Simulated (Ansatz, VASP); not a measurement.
**One calculation of Si, two programs**

```xyz
4
Lattice="-3.1294 3.1294 2.1708 3.1294 -3.1294 2.1708 3.1294 3.1294 -2.1708" Properties=species:S:1:pos:R:3 pbc="T T T"
Si    1.1191    1.1191    0.0000
Si    2.0103    2.0103    2.1708
Si    2.0103   -2.0103    2.1708
Si   -2.0103    2.0103    2.1708
```

Alike in both runs: task single point; functional PBE; k mesh 4 × 4 × 4; occupations gaussian, width 0.03 eV; no spin polarisation.

|  | VASP | Ansatz |
| --- | --- | --- |
| version | VASP 6.6.1 | Ansatz 0.2.0 |
| potentials or method | VASP PAW PBE potentials, release 64 (Si), cutoff 500 eV | scalar-relativistic, plane waves, PAW |
| valence electrons in the cell | 16 | 16 |

|  | VASP | Ansatz | Ansatz less VASP |
| --- | --- | --- | --- |
| gap on the k mesh at the Fermi level (eV) | none | none | - |
| pressure (GPa) | 3.2 | 3.3 | +0.09 |
| traceless stress, the component that is largest in VASP (GPa) | -18.06 | -18.08 | -0.020 |
| rms of the force components (eV/Å) | 1.459 | 1.460 | +0.0013 |

Atom by atom the forces differ by 0.001 eV/Å (rms over components). A gap of «none» marks a metal or a gap that the smearing closes. The functional is the same, so the differences come from potentials, cutoffs and numerics.

The k mesh is coarse, so the values compare programs but aren't converged.
